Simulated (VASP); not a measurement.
# ZnS (R3m) in VASP: notebook

The runs below take ZnS through single point, with PBEsol+U.

Program: VASP 6.6.1. These are calculated values, not measurements. Logs are shortened: lines on timing, memory, paths and dates and some standing lists are left out, and cuts for length are marked.

## Step 1: The cell of the first run

Symmetry: R3m, No. 160, trigonal system. Conventional cell: a = 3.806 Å, b = 3.806 Å, c = 28.056 Å, α = 90.00°, β = 90.00°, γ = 120.00°. Within 3.1 Å of Zn (site symmetry 3m) lie 4 S at 2.33 to 2.34 Å. Within 3.1 Å of Zn (site symmetry 3m) lie 4 S at 2.33 Å. Within 3.1 Å of Zn (site symmetry 3m) lie 4 S at 2.33 to 2.34 Å. S (site symmetry 3m) has 4 Zn at 2.33 to 2.34 Å within 3.1 Å. Within 3.1 Å of S (site symmetry 3m) lie 4 Zn at 2.33 to 2.34 Å. Within 3.1 Å of S (site symmetry 3m) lie 4 Zn at 2.33 Å.

## Step 2: Single point, PBEsol+U

The input, INCAR:

```
SYSTEM = ZnS
PREC = Accurate
ENCUT = 520
EDIFF = 1E-6
ISMEAR = 0
SIGMA = 0.01
LREAL = .FALSE.
LASPH = .TRUE.
NELM = 150
ALGO = Normal
ISIF = 2
LWAVE = .FALSE.
LCHARG = .FALSE.
LDAU = .TRUE.
LDAUTYPE = 2
LDAUL = 2 -1
LDAUU = 6 0
LDAUJ = 0 0
LDAUPRINT = 1
GGA = PS
NBANDS = 36
```

The input, KPOINTS:

```
Automatic mesh
0
G
  6 6 6
  0 0 0
```

The input, POSCAR:

```
ZnS
1.0
    1.9030700000      1.0987400000      9.3519500000
   -1.9030700000      1.0987400000      9.3519500000
    0.0000000000     -2.1974800000      9.3519500000
Zn S
3 3
Direct
    0.9999700000      0.9999700000      0.9999700000
    0.2222700000      0.2222700000      0.2222700000
    0.4446100000      0.4446100000      0.4446100000
    0.0832700000      0.0832700000      0.0832700000
    0.5278400000      0.5278400000      0.5278400000
    0.3053600000      0.3053600000      0.3053600000
```

Potentials or basis: VASP PAW PBE potentials, release 64 (Zn, S).

Launch:

```console
$ cat potpaw_PBE.64/Zn/POTCAR potpaw_PBE.64/S/POTCAR > POTCAR
$ mpirun -np 1 vasp_std > vasp.out
```

OUTCAR:

```text
SYSTEM = ZnS
   PREC = Accurate
   ENCUT = 520
   EDIFF = 1E-6
   ISMEAR = 0
   LREAL = .FALSE.
   LASPH = .TRUE.
   NELM = 150
   ISIF = 2
   GGA = PS

 ion  position               nearest neighbor table
   1  1.000  1.000  1.000-   6 2.33   6 2.33   6 2.33   4 2.34
   2  0.222  0.222  0.222-   6 2.33   5 2.33   5 2.33   5 2.33
   3  0.445  0.445  0.445-   4 2.33   4 2.33   4 2.33   5 2.34
   4  0.083  0.083  0.083-   3 2.33   3 2.33   3 2.33   1 2.34
   5  0.528  0.528  0.528-   2 2.33   2 2.33   2 2.33   3 2.34
   6  0.305  0.305  0.305-   2 2.33   1 2.33   1 2.33   1 2.33

  LATTYP: Found a trigonal (rhomboedric) cell.
 ALAT       =     9.6066577859
 COS(alpha) =     0.9215133036

  Lattice vectors:

 A1 = (   1.9030700000,   1.0987400000,   9.3519500000)
 A2 = (  -1.9030700000,   1.0987400000,   9.3519500000)
 A3 = (   0.0000000000,  -2.1974800000,   9.3519500000)

Analysis of symmetry for initial positions (statically):
=====================================================================
 Subroutine PRICEL returns:
 Original cell was already a primitive cell.

 Routine SETGRP: Setting up the symmetry group for a
 trigonal (rhombohedral) supercell.

 Subroutine GETGRP returns: Found  6 space group operations
 (whereof  6 operations were pure point group operations)
 out of a pool of 12 trial point group operations.

The static configuration has the point symmetry C_3v.

Analysis of symmetry for dynamics (positions and initial velocities):
=====================================================================
 Subroutine PRICEL returns:
 Original cell was already a primitive cell.

 Routine SETGRP: Setting up the symmetry group for a
 trigonal (rhombohedral) supercell.

 Subroutine GETGRP returns: Found  6 space group operations
 (whereof  6 operations were pure point group operations)
 out of a pool of 12 trial point group operations.

The dynamic configuration has the point symmetry C_3v.

 Subroutine INISYM returns: Found  6 space group operations
 (whereof  6 operations are pure point group operations),
 and found     1 'primitive' translations
[... 140 lines left out ...]
  energy-cutoff  :      520.00
  volume of cell :      117.33
 maximum number of plane-waves:      3183
   NGX = 35   NGY = 35   NGZ = 35

atom =   1  type =  1  l = 2

 onsite density matrix

spin component  1
[... 83 lines left out ...]
  o =  0.9852  v = -0.5778  0.0000 -0.0000 -0.8162  0.0000  0.0000  0.0000  0.0000  0.0000  0.0000      0.0000  0.0000  0.0000  0.0000  0.0000  0.0000  0.0000  0.0000  0.0000  0.0000
  o =  0.9852  v =  0.0000  0.0000  0.0000  0.0000  0.0000 -0.5778  0.0000 -0.0000 -0.8162  0.0000      0.0000  0.0000  0.0000  0.0000  0.0000  0.0000  0.0000  0.0000  0.0000  0.0000
  o =  0.9852  v =  0.0000  0.8161 -0.0001  0.0000  0.5779  0.0000  0.0000  0.0000  0.0000  0.0000      0.0000  0.0000  0.0000  0.0000  0.0000  0.0000  0.0000  0.0000  0.0000  0.0000
  o =  0.9852  v =  0.0000  0.0000  0.0000  0.0000  0.0000  0.0000  0.8161 -0.0001  0.0000  0.5779      0.0000  0.0000  0.0000  0.0000  0.0000  0.0000  0.0000  0.0000  0.0000  0.0000
  o =  0.9989  v =  0.0000  0.0000  0.0000  0.0000  0.0000 -0.8162 -0.0000  0.0000  0.5778  0.0000      0.0000  0.0000  0.0000  0.0000  0.0000  0.0000  0.0000  0.0000  0.0000  0.0000
  o =  0.9989  v = -0.8162 -0.0000  0.0000  0.5778  0.0000  0.0000  0.0000  0.0000  0.0000  0.0000      0.0000  0.0000  0.0000  0.0000  0.0000  0.0000  0.0000  0.0000  0.0000  0.0000
  o =  0.9989  v =  0.0000 -0.5766 -0.0673 -0.0000  0.8143  0.0000  0.0000  0.0000  0.0000  0.0000      0.0000  0.0000  0.0000  0.0000  0.0000  0.0000  0.0000  0.0000  0.0000  0.0000
  o =  0.9989  v =  0.0000  0.0000  0.0000  0.0000  0.0000  0.0000 -0.5766 -0.0673 -0.0000  0.8143      0.0000  0.0000  0.0000  0.0000  0.0000  0.0000  0.0000  0.0000  0.0000  0.0000
  o =  0.9989  v =  0.0000  0.0000  0.0000  0.0000  0.0000  0.0000 -0.0388  0.9977 -0.0000  0.0550      0.0000  0.0000  0.0000  0.0000  0.0000  0.0000  0.0000  0.0000  0.0000  0.0000
  o =  0.9989  v =  0.0000 -0.0388  0.9977 -0.0000  0.0550  0.0000  0.0000  0.0000  0.0000  0.0000      0.0000  0.0000  0.0000  0.0000  0.0000  0.0000  0.0000  0.0000  0.0000  0.0000

 number of electron      53.9999979 magnetization

 Free energy of the ion-electron system (eV)
  ---------------------------------------------------
  ext. energy  EPLUGINS =         0.00000000
  ---------------------------------------------------
  free energy    TOTEN  =       -21.64363216 eV

  energy without entropy =      -21.64363216  energy(sigma->0) =      -21.64363216

 E-fermi :   1.8888     XC(G=0):  -9.8542

 val. band max:        1.7790564073   @ k =   0.0000   0.0000   0.0000
 cond. band min:       4.2229536208   @ k =   0.0000   0.0000   0.0000
 fundamental gap:      2.4438972135
 Fermi energy:         1.8888231015

 k-point     1 :       0.0000    0.0000    0.0000
  band No.  band energies     occupation
      1     -11.1099      2.00000
      2     -10.5211      2.00000
      3     -10.5109      2.00000
      4      -6.6657      2.00000
      5      -6.6581      2.00000
      6      -6.6581      2.00000
[... 925 lines left out ...]
     35       9.5020      0.00000
     36      10.6479      0.00000

 [... further k-points ...]

------------------------ aborting loop because EDIFF is reached ----------------------------------------

  FORCE on cell =-STRESS in cart. coord.  units (eV):
  Direction    XX          YY          ZZ          XY          YZ          ZX
  --------------------------------------------------------------------------------------
  -------------------------------------------------------------------------------------
  Total       -2.4810042     -2.4810134     -2.5256735      0.0000000      0.0000000      0.0000000
  in kB      -33.8793419    -33.8794666    -34.4893221      0.0000000      0.0000000      0.0000000
  external PRESSURE =     -34.0827102 kB  Pullay stress =       0.0000000 kB

 VOLUME and BASIS-vectors are now :
 -----------------------------------------------------------------------------
  energy-cutoff  :      520.00
  volume of cell :      117.33
      direct lattice vectors                 reciprocal lattice vectors
     1.903070000  1.098740000  9.351950000     0.262733373  0.151688904  0.035643190
    -1.903070000  1.098740000  9.351950000    -0.262733373  0.151688904  0.035643190
     0.000000000 -2.197480000  9.351950000     0.000000000 -0.303377809  0.035643190

 POSITION                                       TOTAL-FORCE (eV/Angst)
 -----------------------------------------------------------------------------------
      0.00000      0.00000     28.05501         0.000000      0.000000     -0.002899
      0.00000      0.00000      6.23597         0.000000      0.000000     -0.012760
      0.00000      0.00000     12.47391         0.000000      0.000000     -0.020106
      0.00000      0.00000      2.33621         0.000000     -0.000000      0.011933
      0.00000      0.00000     14.80900         0.000000      0.000000      0.008666
      0.00000      0.00000      8.56713         0.000000      0.000000      0.015166
 -----------------------------------------------------------------------------------
    total drift:                               -0.000000      0.000115      0.000201

  FREE ENERGIE OF THE ION-ELECTRON SYSTEM (eV)
  ---------------------------------------------------
  free  energy   TOTEN  =       -21.6436321628 eV

  energy  without entropy=      -21.6436321628  energy(sigma->0) =      -21.64363216
```

stdout:

```text
POSCAR found type information on POSCAR ZnS
 POSCAR found :  2 types and       6 ions
 scaLAPACK will be used
 -----------------------------------------------------------------------------
|                                                                             |
|                                                                             |
|     You enforced a specific xc type in the INCAR file but a different       |
|     I HOPE YOU KNOW WHAT YOU ARE DOING!                                     |
|                                                                             |
 -----------------------------------------------------------------------------

 LDA part: xc-table for (Slater+PW92), standard interpolation
 POSCAR, INCAR and KPOINTS ok, starting setup
 FFT: planning ... GRIDC
 FFT: planning ... GRID_SOFT
 FFT: planning ... GRID
 WAVECAR not read
 entering main loop
```

It took 9.1 min on 1 thread of Intel Xeon 6975P-C (Granite Rapids), shared host; peak memory 0.7 GiB.

What came out:

| Quantity | Value |
| --- | --- |
| Free energy | -21.6436 eV |
| Pressure | -3.4 GPa |
| Largest force | 0.020 eV/Å |
| Band gap on the k mesh | 2.44 eV |

Forces on the atoms (eV/Å):
```
Zn   0.000  0.000 -0.003
Zn   0.000  0.000 -0.013
Zn   0.000  0.000 -0.020
S    0.000  0.000  0.012
S    0.000  0.000  0.009
S    0.000  0.000  0.015
```

Eigenvalues of the final occupation matrices:
```
    site  spin  trace               eigenvalues
site 1 d     1   4.97  0.99 0.99 1.00 1.00 1.00
site 1 d     2   4.97  0.99 0.99 1.00 1.00 1.00
site 2 d     1   4.97  0.99 0.99 1.00 1.00 1.00
site 2 d     2   4.97  0.99 0.99 1.00 1.00 1.00
site 3 d     1   4.97  0.99 0.99 1.00 1.00 1.00
site 3 d     2   4.97  0.99 0.99 1.00 1.00 1.00
```

Caveat: the cell stands under tension; the PAW data sets were made with another functional, which shifts forces and pressure a little. A k mesh can miss the band edges.

## Step 3: Single point, PBEsol+U

The input, INCAR:

```
PREC = Accurate
ENCUT = 520
EDIFF = 1E-7
ISMEAR = 0
SIGMA = 0.01
LREAL = False
LASPH = True
NELM = 150
ALGO = Normal
ISIF = 2
LWAVE = False
LCHARG = False
LDAU = True
LDAUTYPE = 2
LDAUL = 2 -1
LDAUU = 8 0
LDAUJ = 0 0
LDAUPRINT = 1
GGA = PS
NBANDS = 36
```

The input, KPOINTS:

```
Automatic mesh
0
Gamma
  6 6 6
```

POSCAR is that of step 2.

Potentials or basis: VASP PAW PBE potentials, release 64 (Zn, S).

Launch:

```console
$ cat potpaw_PBE.64/Zn/POTCAR potpaw_PBE.64/S/POTCAR > POTCAR
$ mpirun -np 1 vasp_std > vasp.out
```

It took 8.2 min on 1 thread of Intel Xeon 6975P-C (Granite Rapids), shared host; peak memory 0.72 GiB.

The run converged. Its results:

| Quantity | Value |
| --- | --- |
| Free energy | -21.5106 eV |
| Pressure | -4.6 GPa |
| Largest force | 0.024 eV/Å |
| Band gap on the k mesh | 2.57 eV |

Forces in eV/Å, atoms in the order of the input:
```
Zn   0.000  0.000 -0.004
Zn   0.000  0.000 -0.017
Zn   0.000  0.000 -0.024
S    0.000  0.000  0.016
S    0.000  0.000  0.012
S    0.000  0.000  0.017
```

Stress tensor (GPa, compression positive):
```
-4.57  0.00  0.00
 0.00 -4.57  0.00
 0.00  0.00 -4.65
```

Levels at points of the mesh, in eV from the valence-band top:
```
           k point  band 25  band 26  band 27  band 28  band 29  band 30
(0.00, 0.00, 0.00)    -0.05     0.00     0.00     2.57     3.69     3.84
(0.50, 0.00, 0.00)    -1.67    -1.14    -0.73     3.50     4.10     4.27
(0.50, 0.50, 0.00)    -1.10    -1.09    -1.08     3.54     3.78     4.49
(0.50, 0.50, 0.50)    -0.21    -0.19    -0.19     3.50     3.68     3.82
```

Eigenvalues of the final occupation matrices:
| site | spin | trace | eigenvalues |
| --- | --- | --- | --- |
| site 1 d | 1 | 4.99 | 0.99 0.99 1.00 1.00 1.00 |
| site 1 d | 2 | 4.99 | 0.99 0.99 1.00 1.00 1.00 |
| site 2 d | 1 | 4.99 | 0.99 0.99 1.00 1.00 1.00 |
| site 2 d | 2 | 4.99 | 0.99 0.99 1.00 1.00 1.00 |
| site 3 d | 1 | 4.99 | 0.99 0.99 1.00 1.00 1.00 |
| site 3 d | 2 | 4.99 | 0.99 0.99 1.00 1.00 1.00 |

Caveat: the cell stands under tension; the PAW data sets were made with another functional, which shifts forces and pressure a little. A k mesh can miss the band edges.
